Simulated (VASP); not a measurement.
# SnSe (Pnma) in VASP: further runs, part 2 of 2

VASP 6.6.1. Earlier steps stand in the parts before.

## Step 3: Single point, r2SCAN (uniaxial z strain +1.0%)

Input file POSCAR:

```
SnSe
1.0
   11.7392579279      0.0000000000      0.0000000000
    0.0000000000      4.1294738267      0.0000000000
    0.0000000000      0.0000000000      4.7349639138
Sn Se
4 4
Direct
    0.6212215967      0.7500000000      0.3750499904
    0.8787784033      0.2500000000      0.8750499904
    0.3787784033      0.2500000000      0.6249500096
    0.1212215967      0.7500000000      0.1249500096
    0.1485983031      0.2500000000      0.5090445533
    0.6485983031      0.2500000000      0.9909554467
    0.3514016969      0.7500000000      0.0090445533
    0.8514016969      0.7500000000      0.4909554467
```

Input file INCAR.step1:

```
SYSTEM = SnSe
ALGO     = Normal         ! electronic algorithm
EDIFF    = 1E-5           ! SCF threshold, eV
ENCUT    = 550            ! plane-wave cutoff, eV
GGA      = PE             ! functional
GGA_COMPAT= .False.      
ISMEAR   = 0              ! smearing method
LASPH    = .True.         ! aspherical terms in the spheres
LCHARG   = .False.        ! write CHGCAR
LREAL    = .False.        ! projectors in reciprocal space
LWAVE    = .True.         ! write WAVECAR
NBANDS   = 50             ! bands
NELM     = 120            ! most SCF steps
PREC     = Accurate       ! precision mode
SIGMA    = 0.01           ! smearing width, eV
```

Input file INCAR.step2:

```
SYSTEM = SnSe
ALGO     = Normal         ! electronic algorithm
EDIFF    = 1E-6           ! SCF threshold, eV
ENCUT    = 550            ! plane-wave cutoff, eV
GGA_COMPAT= .False.      
ISIF     = 2              ! what is computed and relaxed
ISMEAR   = 0              ! smearing method
ISTART   = 1            
LASPH    = .True.         ! aspherical terms in the spheres
LCHARG   = .False.        ! write CHGCAR
LMIXTAU  = .True.       
LREAL    = .False.        ! projectors in reciprocal space
LWAVE    = .False.        ! write WAVECAR
METAGGA  = R2SCAN         ! meta-GGA
NBANDS   = 50             ! bands
NELM     = 120            ! most SCF steps
PREC     = Accurate       ! precision mode
SIGMA    = 0.01           ! smearing width, eV
```

Input file KPOINTS:

```
k-points
0
Gamma
  2 6 6
  0 0 0
```

Potentials or basis: VASP PAW PBE potentials, release 64 (Sn_d, Se).

Command:

```bash
> cat potpaw_PBE.64/Sn_d/POTCAR potpaw_PBE.64/Se/POTCAR > POTCAR
> cp INCAR.step1 INCAR
> mpirun -np 1 vasp_std > vasp.out
> cp INCAR.step2 INCAR
> mpirun -np 1 vasp_std > vasp.out
```

OUTCAR:

```text
SYSTEM = SnSe
   EDIFF = 1E-6
   ENCUT = 550
   ISIF = 2
   ISMEAR = 0
   ISTART = 1
   LASPH = .True.
   LREAL = .False.
   METAGGA = R2SCAN
   NELM = 120
   PREC = Accurate

 ion  position               nearest neighbor table
   1  0.621  0.750  0.375-   8 2.76   6 2.77   6 2.77   3 3.71   3 3.71
   2  0.879  0.250  0.875-   6 2.76   8 2.77   8 2.77   4 3.71   4 3.71
   3  0.379  0.250  0.625-   5 2.76   7 2.77   7 2.77   1 3.71   1 3.71
   4  0.121  0.750  0.125-   7 2.76   5 2.77   5 2.77   2 3.71   2 3.71
   5  0.149  0.250  0.509-   3 2.76   4 2.77   4 2.77
   6  0.649  0.250  0.991-   2 2.76   1 2.77   1 2.77
   7  0.351  0.750  0.009-   4 2.76   3 2.77   3 2.77
   8  0.851  0.750  0.491-   1 2.76   2 2.77   2 2.77

  LATTYP: Found a simple orthorhombic cell.
 ALAT       =     4.1294738267
 B/A-ratio  =     1.1466264499
 C/A-ratio  =     2.8427975138

  Lattice vectors:

 A1 = (   0.0000000000,   4.1294738267,   0.0000000000)
 A2 = (   0.0000000000,   0.0000000000,   4.7349639138)
 A3 = (  11.7392579279,   0.0000000000,   0.0000000000)

Analysis of symmetry for initial positions (statically):
=====================================================================
 Subroutine PRICEL returns:
 Original cell was already a primitive cell.

 Routine SETGRP: Setting up the symmetry group for a
 simple orthorhombic supercell.

 Subroutine GETGRP returns: Found  8 space group operations
 (whereof  2 operations were pure point group operations)
 out of a pool of  8 trial point group operations.

The static configuration has the point symmetry S_2 .
 The point group associated with its full space group is D_2h.

Analysis of symmetry for dynamics (positions and initial velocities):
=====================================================================
 Subroutine PRICEL returns:
 Original cell was already a primitive cell.

 Routine SETGRP: Setting up the symmetry group for a
 simple orthorhombic supercell.

 Subroutine GETGRP returns: Found  8 space group operations
 (whereof  2 operations were pure point group operations)
 out of a pool of  8 trial point group operations.

The dynamic configuration has the point symmetry S_2 .
 The point group associated with its full space group is D_2h.

 Subroutine INISYM returns: Found  8 space group operations
 (whereof  2 operations are pure point group operations),
 and found     1 'primitive' translations

----------------------------------------------------------------------------------------

                                     Primitive cell

  volume of cell :     229.5366

  direct lattice vectors                    reciprocal lattice vectors
    11.739257928  0.000000000  0.000000000     0.085184260  0.000000000  0.000000000
     0.000000000  4.129473827  0.000000000     0.000000000  0.242161603  0.000000000
     0.000000000  0.000000000  4.734963914     0.000000000  0.000000000  0.211194851

  length of vectors
    11.739257928  4.129473827  4.734963914     0.085184260  0.242161603  0.211194851

  position of ions in fractional coordinates (direct lattice)
     0.621221597  0.750000000  0.375049990
     0.878778403  0.250000000  0.875049990
     0.378778403  0.250000000  0.624950010
     0.121221597  0.750000000  0.124950010
     0.148598303  0.250000000  0.509044553
     0.648598303  0.250000000  0.990955447
     0.351401697  0.750000000  0.009044553
     0.851401697  0.750000000  0.490955447

  ion indices of the primitive-cell ions
   primitive index   ion index
                 1           1
[... 62 lines left out ...]
   number of dos      NEDOS =    301   number of ions     NIONS =      8
   total plane-waves  NPLWV = 103680
   dimension x,y,z NGX =    90 NGY =   32 NGZ =   36
   dimension x,y,z NGXF=   180 NGYF=   64 NGZF=   72
   ions per type =               4   4
   NGX,Y,Z   is equivalent  to a cutoff of  12.75, 12.88, 12.64 a.u.
   NGXF,Y,Z  is equivalent  to a cutoff of  25.49, 25.77, 25.28 a.u.
 SYSTEM =  SnSe
   PREC   = accura    normal or accurate (medium, high low for compatibility)
   ISTART =      1    job   : 0-new  1-cont  2-samecut
   ICHARG =      0    charge: 1-file 2-atom 10-const
   ISPIN  =      1    spin polarized calculation?
   LNONCOLLINEAR =      F non collinear calculations
   LSORBIT =      F    spin-orbit coupling
   LASPH  =      T    aspherical Exc in radial PAW
   ENCUT  =  550.0 eV  40.42 Ry    6.36 a.u.  22.45  7.90  9.05*2*pi/ulx,y,z
   NELM   =    120;   NELMIN=  2; NELMDL=  0     # of ELM steps
   EDIFF  = 0.1E-05   stopping-criterion for ELM
   LREAL  =      F    real-space projection
   EDIFFG = 0.1E-04   stopping-criterion for IOM
   NSW    =      0    number of steps for IOM
   IBRION =     -1    ionic relax: 0-MD 1-quasi-New 2-CG
   NFREE  =      0    steps in history (QN), initial steepest desc. (CG)
   ISIF   =      2    stress and relaxation
   ISYM   =      2    0-nonsym 1-usesym 2-fastsym
   POTIM  = 0.5000    time-step for ionic-motion
   TEBEG  =    0.0;   TEEND  =   0.0 temperature during run
   PSTRESS=    0.0 pullay stress
   NELECT =      80.0000    total number of electrons
   NUPDOWN=      -1.0000    fix difference up-down
   EMIN   =  10.00;   EMAX   =-10.00  energy-range for DOS
   EFERMI =   0.00;   METHOD = LEGACY
   ISMEAR =     0;   SIGMA  =   0.01  broadening in eV -4-tet -1-fermi 0-gaus
   EFERMI_NEDOS =   21; number of points for ismear=-14 and -15
   IALGO  =     38    algorithm
   IMIX   =      4    mixing-type and parameters
     AMIX     =   0.40;   BMIX     =  1.00
     AMIX_MAG =   1.60;   BMIX_MAG =  1.00
  volume/ion in A,a.u.               =      28.69       193.62
  Fermi-wavevector in a.u.,A,eV,Ry     =   1.152093  2.177140 18.059257  1.327318
  Thomas-Fermi vector in A             =   2.288746
   LORBIT       =      0    0 simple, 1 ext, 2 COOP (PROOUT), +10 PAW based schemes
   METAGGA = R2SCAN    functional components
   LHFCALC =     F    Hartree Fock is set to
   AEXX    =    0.0000 exact exchange contribution
   IVDW    =     0    specifies the selected vdW correction
   LEPSILON=     F    determine dielectric tensor
   LRPA    =     F    only Hartree local field effects (RPA)
 non-spin polarized calculation
 Gauss-broadening in eV      SIGMA  =   0.01
  energy-cutoff  :      550.00
  volume of cell :      229.54
 maximum number of plane-waves:      6758
 NGX is ok and might be reduce to    90
   NGX = 45   NGY = 15   NGZ = 19

 number of electron      79.9999970 magnetization

 Free energy of the ion-electron system (eV)
  ---------------------------------------------------
  ext. energy  EPLUGINS =         0.00000000
  ---------------------------------------------------
  free energy    TOTEN  =      -159.82874822 eV

  energy without entropy =     -159.82874822  energy(sigma->0) =     -159.82874822

 E-fermi :   4.5112     XC(G=0):  -9.8614

 val. band max:        4.4239660705   @ k =   0.0000   0.0000   0.3333
 cond. band min:       5.5005233739   @ k =   0.0000   0.3333   0.0000
 fundamental gap:      1.0765573035
 Fermi energy:         4.5111997643

 k-point     1 :       0.0000    0.0000    0.0000
  band No.  band energies     occupation
      1     -17.4250      2.00000
      2     -17.4145      2.00000
      3     -17.4067      2.00000
      4     -17.4034      2.00000
      5     -17.4006      2.00000
      6     -17.4003      2.00000
[... 1261 lines left out ...]
     49      10.2054      0.00000
     50      10.2054      0.00000

 [... further k-points ...]

------------------------ aborting loop because EDIFF is reached ----------------------------------------

  FORCE on cell =-STRESS in cart. coord.  units (eV):
  Direction    XX          YY          ZZ          XY          YZ          ZX
  --------------------------------------------------------------------------------------
  -------------------------------------------------------------------------------------
  Total       -0.1017827     -0.3462681     -0.3319896      0.0000000      0.0000000      0.0000000
  in kB       -0.7104481     -2.4169688     -2.3173040      0.0000000      0.0000000      0.0000000
  external PRESSURE =      -1.8149069 kB  Pullay stress =       0.0000000 kB

 VOLUME and BASIS-vectors are now :
 -----------------------------------------------------------------------------
  energy-cutoff  :      550.00
  volume of cell :      229.54
      direct lattice vectors                 reciprocal lattice vectors
    11.739257928  0.000000000  0.000000000     0.085184260  0.000000000  0.000000000
     0.000000000  4.129473827  0.000000000     0.000000000  0.242161603  0.000000000
     0.000000000  0.000000000  4.734963914     0.000000000  0.000000000  0.211194851

 POSITION                                       TOTAL-FORCE (eV/Angst)
 -----------------------------------------------------------------------------------
      7.29268      3.09711      1.77585        -0.018545      0.000000      0.012692
     10.31621      1.03237      4.14333         0.018545     -0.000000      0.012692
      4.44658      1.03237      2.95912         0.018545     -0.000000     -0.012692
      1.42305      3.09711      0.59163        -0.018545      0.000000     -0.012692
      1.74443      1.03237      2.41031        -0.007039     -0.000000      0.010990
      7.61406      1.03237      4.69214        -0.007039     -0.000000     -0.010990
      4.12520      3.09711      0.04283         0.007039     -0.000000      0.010990
      9.99482      3.09711      2.32466         0.007039     -0.000000     -0.010990
 -----------------------------------------------------------------------------------
    total drift:                               -0.000000     -0.000000      0.000000

  FREE ENERGIE OF THE ION-ELECTRON SYSTEM (eV)
  ---------------------------------------------------
  free  energy   TOTEN  =      -159.8287482230 eV

  energy  without entropy=     -159.8287482230  energy(sigma->0) =     -159.82874822
```

It took 40 min on 1 thread of Oxide Virtual Turin-like, shared host; peak memory 0.5 GiB.

Results:

```
Free energy            : -159.8287 eV
Pressure               : -0.2 GPa
Largest force          : 0.022 eV/Å
Band gap on the k mesh : 1.08 eV (least direct gap 1.43 eV)
```

Forces in eV/Å, atoms in the order of the input:
```
Sn  -0.019  0.000  0.013
Sn   0.019  0.000  0.013
Sn   0.019  0.000 -0.013
Sn  -0.019  0.000 -0.013
Se  -0.007  0.000  0.011
Se  -0.007  0.000 -0.011
Se   0.007  0.000  0.011
Se   0.007  0.000 -0.011
```

Caveat: the cell differs from its parent crystal (uniaxial z strain +1.0%); the PAW data sets were made with another functional, which shifts forces and pressure a little; spin-orbit coupling is left out, which moves the levels of the heavy elements. A k mesh can miss the band edges.
